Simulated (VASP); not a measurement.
CdIr, 6 atoms in the cell. Symmetry: P6/mmm, No. 191, hexagonal system. Conventional cell: a = 5.345 Å, b = 5.345 Å, c = 4.313 Å, α = 90.00°, β = 90.00°, γ = 120.00°. Within 3.5 Å of Cd (site symmetry mmm) lie 6 Ir at 2.65 to 2.67 Å and 4 Cd at 2.67 Å. Within 3.5 Å of Ir (site symmetry 6/mmm) lie 6 Cd at 2.67 Å. Within 3.5 Å of Ir (site symmetry -6m2) lie 6 Cd at 2.65 Å and 3 Ir at 3.09 Å. 

* Program: VASP 6.6.1
* Task: relaxation of cell and atoms
* Functional: PBE
* Potentials or basis: VASP PAW PBE potentials, release 64 (Cd, Ir)
* Cutoff: 600 eV
* k mesh: 6 × 6 × 4
* Occupations: gaussian, width 0.1 eV
* Spin: no spin polarisation
* Dipole correction: no
* Further INCAR settings: ALGO = Fast; EDIFF = 1e-06; IBRION = 2; EDIFFG = -0.04; NSW = 90; ISIF = 3

Potentials or basis: VASP PAW PBE potentials, release 64 (Cd, Ir).

Command:

```bash
$ cat potpaw_PBE.64/Cd/POTCAR potpaw_PBE.64/Ir/POTCAR > POTCAR
$ mpirun -np 1 vasp_std > vasp.out
```

Hardware: 1 thread of Intel(R) Xeon(R) 6975P-C (Granite Rapids), on a shared host.

Q: How long does it take, and how much memory?

A: Wall time 4.2 min on 1 thread of Intel(R) Xeon(R) 6975P-C (Granite Rapids), on a shared host, peak memory 0.33 GiB. Counts: scf iterations 56, k points 21, ion steps 4.
